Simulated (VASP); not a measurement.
# Ti (Fm-3m) in VASP: further runs, part 2 of 2

VASP 6.6.1.

### Step 3. Single point, PBE, collinear spin (20.51 Å³/atom)

INCAR reads:

```
SYSTEM = Ti
  PREC = Accurate
  ENCUT = 520
  EDIFF = 1E-6
  ISMEAR = 0
  SIGMA = 0.15
  LREAL = .False.
  LASPH = .True.
  NELM = 150
  ALGO = Normal
  ISIF = 2
  LWAVE = .False.
  LCHARG = .False.
  ISPIN = 2
  MAGMOM = 0.375
  LORBIT = 11
  NUPDOWN = 0.375
  LMAXMIX = 4
  GGA = PE
  NBANDS = 16
```

KPOINTS reads:

```
Automatic mesh
0
Gamma
  20 20 20
  0 0 0
```

POSCAR reads:

```
Ti
1.0
    0.0000000000      2.1725938953      2.1725938953
    2.1725938953      0.0000000000      2.1725938953
    2.1725938953      2.1725938953      0.0000000000
Ti
1
Direct
    0.0000000000      0.0000000000      0.0000000000
```

Potentials or basis: VASP PAW PBE potentials, release 64 (Ti_sv).

Run with:

```bash
$ cat potpaw_PBE.64/Ti_sv/POTCAR > POTCAR
$ mpirun -np 1 vasp_std > vasp.out
```

OUTCAR:

```text
SYSTEM = Ti
   PREC = Accurate
   ENCUT = 520
   EDIFF = 1E-6
   ISMEAR = 0
   LREAL = .False.
   LASPH = .True.
   NELM = 150
   ISIF = 2
   ISPIN = 2
   LORBIT = 11
   NUPDOWN = 0.375
   GGA = PE

 ion  position               nearest neighbor table
   1  0.000  0.000  0.000-

  LATTYP: Found a face centered cubic cell.
 ALAT       =     4.3451877906

  Lattice vectors:

 A1 = (   0.0000000000,   2.1725938953,   2.1725938953)
 A2 = (   2.1725938953,   0.0000000000,   2.1725938953)
 A3 = (   2.1725938953,   2.1725938953,   0.0000000000)
[... 1119 lines left out ...]
  -------------------------------------------------------------------------------------
  Total       -1.6704610     -1.6704610     -1.6704610     -0.0000000     -0.0000000     -0.0000000
  in kB     -130.4912092   -130.4912092   -130.4912092     -0.0000000     -0.0000000     -0.0000000
  external PRESSURE =    -130.4912092 kB  Pullay stress =       0.0000000 kB

 VOLUME and BASIS-vectors are now :
 -----------------------------------------------------------------------------
  energy-cutoff  :      520.00
  volume of cell :       20.51
      direct lattice vectors                 reciprocal lattice vectors
     0.000000000  2.172593895  2.172593895    -0.230139651  0.230139651  0.230139651
     2.172593895  0.000000000  2.172593895     0.230139651 -0.230139651  0.230139651
     2.172593895  2.172593895  0.000000000     0.230139651  0.230139651 -0.230139651

 POSITION                                       TOTAL-FORCE (eV/Angst)
 -----------------------------------------------------------------------------------
      0.00000      0.00000      0.00000         0.000000      0.000000     -0.000000
 -----------------------------------------------------------------------------------
    total drift:                               -0.000000      0.000000     -0.000000

  FREE ENERGIE OF THE ION-ELECTRON SYSTEM (eV)
  ---------------------------------------------------
  free  energy   TOTEN  =        -7.6315063590 eV

  energy  without entropy=       -7.6082605919  energy(sigma->0) =       -7.61988348

 total charge

# of ion       s       p       d       tot
------------------------------------------
    1        2.217   6.088   1.786  10.092

 magnetization (x)

# of ion       s       p       d       tot
------------------------------------------
    1        0.002   0.021   0.222   0.245
```

OSZICAR:

```text
N       E                     dE             d eps       ncg     rms          rms(c)
DAV:   1     0.921791320121E+02    0.92179E+02   -0.56891E+03 16464   0.824E+02
DAV:   2    -0.431747268912E+01   -0.96497E+02   -0.92482E+02 18048   0.247E+02
DAV:   3    -0.877790088474E+01   -0.44604E+01   -0.44285E+01 20024   0.527E+01
DAV:   4    -0.886659618415E+01   -0.88695E-01   -0.88658E-01 19848   0.703E+00
DAV:   5    -0.886857516378E+01   -0.19790E-02   -0.19790E-02 19616   0.937E-01    0.742E+00
DAV:   6    -0.763942552360E+01    0.12291E+01   -0.13851E+00 16752   0.174E+01    0.187E+00
DAV:   7    -0.762756533959E+01    0.11860E-01   -0.98086E-02 21744   0.260E+00    0.127E+00
DAV:   8    -0.762876379054E+01   -0.11985E-02   -0.31028E-02 16752   0.191E+00    0.565E-01
DAV:   9    -0.763139969794E+01   -0.26359E-02   -0.41757E-03 20960   0.650E-01    0.981E-02
DAV:  10    -0.763147542905E+01   -0.75731E-04   -0.32650E-04 20856   0.169E-01    0.516E-02
DAV:  11    -0.763150491279E+01   -0.29484E-04   -0.58397E-05 17688   0.617E-02    0.197E-02
DAV:  12    -0.763150674571E+01   -0.18329E-05   -0.11308E-05 18640   0.294E-02    0.589E-03
DAV:  13    -0.763150635895E+01    0.38675E-06   -0.81002E-07 16496   0.845E-03
   1 F= -.76315064E+01 E0= -.76198835E+01  d E =-.232458E-01  mag=     0.3750
```

stdout:

```text
POSCAR found type information on POSCAR Ti
 POSCAR found :  1 types and       1 ions
 scaLAPACK will be used
 LDA part: xc-table for (Slater+PW92), standard interpolation
 POSCAR, INCAR and KPOINTS ok, starting setup
 FFT: planning ... GRIDC
 FFT: planning ... GRID_SOFT
 FFT: planning ... GRID
 WAVECAR not read
 entering main loop
```

Run time: 42 s. Hardware: 1 thread of Intel Xeon 6975P-C (Granite Rapids), shared host; peak memory 0.24 GiB.

What came out:

```yaml
Free_energy: -7.6315 eV
Pressure: -13.0 GPa
Net_moment: 0.38 μB per cell
Site_moments: Ti +0.24 μB
Valence_electrons_inside_the_program's_atomic_spheres: Ti 10.09
```

Caveat: the cell stands under tension; the total moment is fixed, so each spin has its own Fermi level and the state may be an excited one.

### Step 4. Single point, PBE, collinear spin (20.51 Å³/atom)

INCAR reads:

```
SYSTEM = Ti
ALGO = Fast
EDIFF = 1E-6
ENCUT = 520
GGA = PE
ISIF = 2
ISMEAR = 0
ISPIN = 2
LASPH = .TRUE.
LCHARG = .FALSE.
LMAXMIX = 4
LORBIT = 11
LREAL = .FALSE.
LWAVE = .FALSE.
MAGMOM = 0.625
NBANDS = 16
NELM = 150
NUPDOWN = 0.625
PREC = Accurate
SIGMA = 0.15
```

KPOINTS reads:

```
k-points
0
G
  20 20 20
  0 0 0
```

POSCAR is that of step 3.

Run with:

```bash
$ cat potpaw_PBE.64/Ti_sv/POTCAR > POTCAR
$ mpirun -np 1 vasp_std > vasp.out
```

It took 59 s on 1 thread of Intel Xeon 6975P-C (Granite Rapids), shared host; peak memory 0.24 GiB.

The run converged. Its results:

```
Free energy                                           : -7.6156 eV
Pressure                                              : -12.7 GPa
Net moment                                            : 0.62 μB per cell
Site moments                                          : Ti +0.41 μB
Valence electrons inside the program's atomic spheres : Ti 10.10
```

Caveat: the cell stands under tension; the total moment is fixed, so each spin has its own Fermi level and the state may be an excited one.

### Step 5. Overview

```tsv
fixed moment (μB)	pressure (GPa)	moment (μB)
1.0	-11.5	1.00
0.375	-13.0	0.38
0.625	-12.7	0.62
```

Alike in all rows: task single point; level PBE; potentials or basis VASP PAW PBE potentials, release 64 (Ti_sv); spin collinear; cell as given; k mesh 20 × 20 × 20; cutoff (eV) 520; smearing gaussian 0.15 eV.

Caveats: the cell stands under tension; the total moment is fixed, so each spin has its own Fermi level and the state may be an excited one.

Total energies depend on the potentials used, so only differences within one code and one set of settings carry meaning.
